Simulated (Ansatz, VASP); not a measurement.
## One calculation of Cd, two programs

Contents of INCAR:

```
SYSTEM = Cd
  PREC = Accurate
  ENCUT = 520
  EDIFF = 1E-7
  ISMEAR = 0
  SIGMA = 0.05
  LREAL = .FALSE.
  LASPH = .TRUE.
  NELM = 80
  ALGO = Fast
  ISIF = 2
  LWAVE = .FALSE.
  LCHARG = .TRUE.
  GGA = PE
  LELF = .TRUE.
  LVHAR = .TRUE.
  NBANDS = 12
```

Contents of KPOINTS:

```
regular mesh
0
G
  10 10 10
  0 0 0
```

File POSCAR:

```
Cd
1.0
    1.6080291515      0.9283960635      2.4492874100
   -1.6080291515      0.9283960635      2.4492874100
    0.0000000000     -1.8567921270      2.4492874100
Cd
1
Direct
    0.0000000000      0.0000000000      0.0000000000
```

input.yaml

```yaml
crystal:
  lattice:
    - [1.6080291515, 0.9283960635, 2.44928741]
    - [-1.6080291515, 0.9283960635, 2.44928741]
    - [0.0, -1.856792127, 2.44928741]
  atoms:
    - { symbol: Cd, position: [0.0, 0.0, 0.0] }
kpoints:
  mp_grid: { grid: [10, 10, 10] }
scf:
  occupations: { method: gaussian, width: 0.05 }
hamiltonian:
  xc: pbe
  pseudopotentials: { kind: all_electron, lapw: { basis_error: 0.001 } }
output:
  forces: true
  stress: true
  eigenvalues: true
```

Alike in both runs: task single point; functional PBE; k mesh 10 × 10 × 10; occupations gaussian, width 0.05 eV; no spin polarisation.

|  | VASP | Ansatz |
| --- | --- | --- |
| version | VASP 6.6.1 | Ansatz 0.2.0 |
| potentials or method | VASP PAW PBE potentials, release 64 (Cd), cutoff 520 eV | all-electron LAPW, scalar-relativistic |

Ansatz gave:

| Quantity | Value |
| --- | --- |
| gap on the k mesh at the Fermi level (eV) | none |
| pressure (GPa) | 2.1 |
| traceless stress, the component that is largest in VASP (GPa) | 0.52 |

Problem. Estimate VASP's values.

Solution. gap on the k mesh at the Fermi level (eV): none; pressure (GPa): 2.4; traceless stress, the component that is largest in VASP (GPa): 0.56.

A gap of «none» marks a metal or a gap that the smearing closes. Ansatz ran all-electron here, and VASP with PAW potentials.
